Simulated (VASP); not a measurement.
Input of a VASP 6.6.1 run:

File INCAR:

```
SYSTEM = Zn
ALGO = Fast
EDIFF = 1E-7
ENCUT = 520
GGA = PE
ISIF = 2
ISMEAR = 0
LASPH = .True.
LCHARG = .True.
LELF = .True.
LREAL = .False.
LVHAR = .True.
LWAVE = .False.
NBANDS = 12
NELM = 100
PREC = Accurate
SIGMA = 0.1
```

The input KPOINTS:

```
k-points
0
Gamma
  18 18 18
  0 0 0
```

POSCAR

```
Zn
1.0
    0.0000000000      1.9152439970      1.9152439970
    1.9152439970      0.0000000000      1.9152439970
    1.9152439970      1.9152439970      0.0000000000
Zn
1
Direct
    0.0000000000      0.0000000000      0.0000000000
```

Potentials or basis: VASP PAW PBE potentials, release 64 (Zn).

Command:

```bash
$ cat potpaw_PBE.64/Zn/POTCAR > POTCAR
$ mpirun -np 1 vasp_std > vasp.out
```

(1) Predict the band gap on the k mesh.

(2) Estimate the pressure.

Results:

(1) zero (band 6 reaches 5.40 eV, above the bottom of band 7 at 2.40 eV).

(2) 6.6 GPa.

Caveat: the cell differs from its parent crystal (strained).
